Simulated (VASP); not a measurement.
Crystal: MgZn3O4.

```
Mg Zn O
1.0
     4.86531   -0.01464    0.10732
    -0.01464    4.97212   -0.00071
     0.10732   -0.00071    4.89924
Mg Zn O
1 3 4
Direct
  0.99612 0.98680 0.00723
  0.01014 0.50077 0.00123
  0.00529 0.99735 0.49319
  0.49999 0.00461 0.00879
  0.78269 0.22701 0.79105
  0.22083 0.77902 0.78494
  0.78321 0.78426 0.21304
  0.22028 0.22091 0.21071
```

```yaml
Program: VASP 6.6.1
Task: relaxation of cell and atoms
Functional: PBEsol
Potentials_or_basis: VASP PAW PBE potentials, release 64 (Mg, Zn, O)
Cutoff: 600 eV
k_mesh: 4 × 4 × 4
Occupations: fermi-dirac, width 0.05 eV
Spin: no spin polarisation
```

At the start: pressure 4.1 GPa; volume 14.81 Å³/atom.

Problem. How do energy, volume and symmetry change on relaxing?

Solution. Over 25 steps the energy falls by 43.1 meV/atom and the volume is 15.14 Å³/atom (+2.3 %); space group P-43m (No. 215, to 0.05 Å).

Step by step:
| step | energy change (eV) | largest force (eV/Å) | pressure (GPa) | volume (Å³) |
| --- | --- | --- | --- | --- |
| 1 | 0.0000 | 3.6471 | 4.12 | 118.46 |
| 2 | 0.1067 | 3.1940 | -2.77 | 125.04 |
| 3 | -0.2977 | 0.4360 | 0.00 | 121.19 |
| 4 | -0.2981 | 0.3882 | 0.08 | 121.11 |
| 5 | -0.2981 | 0.3660 | 0.14 | 121.06 |
| 6 | -0.3245 | 0.3552 | -0.26 | 121.43 |
| 7 | -0.3250 | 0.4526 | -0.32 | 121.48 |
| 8 | -0.3376 | 0.1316 | -0.02 | 121.18 |
| 9 | -0.3376 | 0.1395 | 0.01 | 121.16 |
| 10 | -0.3404 | 0.0982 | 0.04 | 121.13 |
| 11 | -0.3407 | 0.1512 | 0.06 | 121.11 |
| 12 | -0.3426 | 0.0584 | -0.01 | 121.17 |
| 13 | -0.3428 | 0.0717 | -0.04 | 121.20 |
| 14 | -0.3438 | 0.0447 | -0.02 | 121.18 |
| 15 | -0.3441 | 0.0719 | 0.01 | 121.15 |
| 16 | -0.3443 | 0.0591 | 0.01 | 121.15 |
| 17 | -0.3444 | 0.0205 | 0.01 | 121.15 |
| 18 | -0.3444 | 0.0177 | -0.01 | 121.16 |
| 19 | -0.3445 | 0.0265 | -0.02 | 121.17 |
| 20 | -0.3445 | 0.0126 | -0.01 | 121.16 |
| 21 | -0.3445 | 0.0130 | 0.00 | 121.15 |
| 22 | -0.3445 | 0.0106 | 0.00 | 121.15 |
| 23 | -0.3446 | 0.0118 | 0.01 | 121.15 |
| 24 | -0.3446 | 0.0155 | 0.01 | 121.15 |
| 25 | -0.3446 | 0.0070 | 0.00 | 121.15 |

Final structure:
```yaml
crystal:
  lattice:
    - [4.94851, 0.00048, -0.00275]
    - [0.00075, 4.94789, -0.00005]
    - [-0.00269, 0.00026, 4.94817]
  atoms:
    - { symbol: Mg, position: [0.00226, 0.00000, 0.00129] }
    - { symbol: Zn, position: [0.00277, 0.50005, 0.00079] }
    - { symbol: Zn, position: [0.00186, 0.99980, 0.50126] }
    - { symbol: Zn, position: [0.50233, 0.00067, 0.00176] }
    - { symbol: O, position: [0.78302, 0.21941, 0.78199] }
    - { symbol: O, position: [0.22142, 0.78089, 0.78211] }
    - { symbol: O, position: [0.78321, 0.78078, 0.22037] }
    - { symbol: O, position: [0.22166, 0.21914, 0.22061] }
```

Caveat: the PAW data sets were made with another functional, which shifts forces and pressure a little.
